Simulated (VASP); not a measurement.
The system is MgBe2I6.

```xyz
9
Lattice="-3.5781 6.1229 -0.1017 -7.2675 -0.0643 0.0290 -3.6482 1.8669 8.0743" Properties=species:S:1:pos:R:3 pbc="T T T"
Mg   -0.2721   -0.3183    0.0237
Be  -10.8638    5.9449    6.3661
Be   -3.6976    1.7859    1.5220
I    -8.4978    1.9459    1.7442
I    -4.6620    4.0048    1.7353
I    -8.5500    6.3350    1.7354
I    -5.7253    6.2105    6.2886
I    -9.7973    3.8993    6.4092
I    -5.9091    1.8940    6.1815
```

* Program: VASP 6.6.1
* Task: relaxation of cell and atoms
* Functional: PBE
* Potentials or basis: VASP PAW PBE potentials, release 64 (Mg, Be, I)
* Cutoff: 600 eV
* k mesh: 3 × 3 × 3
* Occupations: gaussian, width 0.1 eV
* Spin: no spin polarisation

At the start: pressure 1.4 GPa; volume 40.23 Å³/atom.

Where does the relaxation end?

Over 24 steps the energy falls by 102.8 meV/atom and the volume is 41.03 Å³/atom (+2.0 %); space group P1 (No. 1, to 0.1 Å) before, P-1 (No. 2, to 0.1 Å).

The path:
```tsv
step	energy change (eV)	largest force (eV/Å)	pressure (GPa)	volume (Å³)
1	0.0000	3.5505	1.44	362.10
2	-0.5577	0.8170	-0.84	381.27
3	-0.5819	0.8257	-0.53	377.08
4	-0.7188	0.5788	-0.01	371.93
5	-0.7426	0.5438	0.38	368.83
6	-0.7883	0.4489	0.11	372.72
7	-0.8137	0.5876	-0.25	378.79
8	-0.8506	0.2996	-0.26	378.80
9	-0.8731	0.2818	-0.25	378.79
10	-0.8917	0.1761	-0.04	374.87
11	-0.9026	0.1969	0.32	368.45
12	-0.9141	0.1369	0.13	369.03
13	-0.9151	0.1298	0.05	369.27
14	-0.9178	0.0991	0.01	369.98
15	-0.9192	0.0823	-0.04	370.96
16	-0.9210	0.0490	0.00	370.78
17	-0.9213	0.0499	0.03	370.66
18	-0.9220	0.0416	-0.02	371.09
19	-0.9221	0.0441	-0.06	371.37
20	-0.9226	0.0409	-0.04	370.93
21	-0.9234	0.0633	0.01	369.66
22	-0.9240	0.0449	0.02	369.38
23	-0.9245	0.0315	0.03	368.87
24	-0.9249	0.0249	0.01	369.27
```

Final structure:
```yaml
crystal:
  lattice:
    - [-3.61554, 6.25716, -0.01187]
    - [-7.22778, 0.00058, -0.07239]
    - [-3.53069, 2.11592, 8.13834]
  atoms:
    - { symbol: Mg, position: [0.99869, 0.00139, 0.00000] }
    - { symbol: Be, position: [0.73334, 0.72681, 0.80289] }
    - { symbol: Be, position: [0.26585, 0.27416, 0.19719] }
    - { symbol: I, position: [0.24279, 0.95596, 0.21762] }
    - { symbol: I, position: [0.58723, 0.24813, 0.22024] }
    - { symbol: I, position: [0.94731, 0.59559, 0.21929] }
    - { symbol: I, position: [0.75976, 0.04364, 0.78047] }
    - { symbol: I, position: [0.41226, 0.74892, 0.78289] }
    - { symbol: I, position: [0.05276, 0.40541, 0.77941] }
```
